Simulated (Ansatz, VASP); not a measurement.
**One calculation of BP, two programs**

```
CELL_PARAMETERS angstrom
0.00000 2.27421 2.27421
2.27421 0.00000 2.27421
2.27421 2.27421 0.00000
ATOMIC_POSITIONS crystal
B 0.00000 0.00000 0.00000
P 0.25000 0.25000 0.25000
```

Alike in both runs: functional PBE; k mesh 10 × 10 × 10; occupations gaussian, width 0.02 eV; no spin polarisation.

Ansatz relaxed the structure, and its values are those at the end. VASP's run is a single point on that final structure, the one shown.

|  | VASP | Ansatz |
| --- | --- | --- |
| version | VASP 6.6.1 | Ansatz 0.2.0 |
| potentials or method | VASP PAW PBE potentials, release 64 (B, P), cutoff 500 eV | scalar-relativistic, plane waves, PAW |
| valence electrons in the cell | 8 | 8 |

Ansatz gave:

```
gap on the k mesh at the Fermi level (eV) : 1.25
least direct gap on the mesh (eV)         : 3.39
pressure (GPa)                            : 0.0
```

Question: Which values does VASP return?

Answer: gap on the k mesh at the Fermi level (eV): 1.25; least direct gap on the mesh (eV): 3.39; pressure (GPa): -0.2.
